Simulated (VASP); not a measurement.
Input of a VASP 6.6.1 run:

INCAR

```
  ALGO = Normal
  EDIFF = 1E-6
  EDIFFG = -0.04
  ENCUT = 600
  GGA = PE
  IBRION = 2
  ISIF = 3
  ISMEAR = 0
  LASPH = T
  LCHARG = F
  LREAL = F
  LWAVE = F
  NELM = 60
  NSW = 90
  PREC = Accurate
  SIGMA = 0.1
```

The input KPOINTS:

```
k-points
0
Gamma
  4 4 4
```

File POSCAR:

```
Bi2CS3
1.0
    3.9981850100      0.0000000000      0.0000000000
    0.0000000000      4.3494519000      4.3494519000
    0.0000000000     -4.3494519000      4.3494519000
Bi C S
2 1 3
Direct
    0.0000000000      0.0000000000      0.0000000000
    0.5000000000      0.5000000000      0.5000000000
    0.0000000000      0.3050000000      0.3050000000
    0.0000000000      0.6950000000      0.6950000000
    0.5000000000      0.8050000000      0.1950000000
    0.5000000000      0.1950000000      0.8050000000
```

Potentials or basis: VASP PAW PBE potentials, release 64 (Bi_d, C, S).

Command:

```sh
$ cat potpaw_PBE.64/Bi_d/POTCAR potpaw_PBE.64/C/POTCAR potpaw_PBE.64/S/POTCAR > POTCAR
$ mpirun -np 1 vasp_std > vasp.out
```

(1) What does it give for the band gap on the k mesh?

(2) Predict the relaxed volume.

(3) Estimate the space group after relaxing (to 0.05 Å).

(4) Estimate the relaxed cell.

Results:

(1) zero (band 26 reaches 4.37 eV, above the bottom of band 27 at 3.71 eV).

(2) 24.58 Å³/atom.

(3) Amm2 (No. 38).

(4) a = 4.053 Å, b = 6.041 Å, c = 6.041 Å, α = 94.36°, β = 90.00°, γ = 90.00°.

Caveat: the k points lie up to 0.39 Å⁻¹ apart in the final cell; spin-orbit coupling is left out, which moves the levels of the heavy elements.
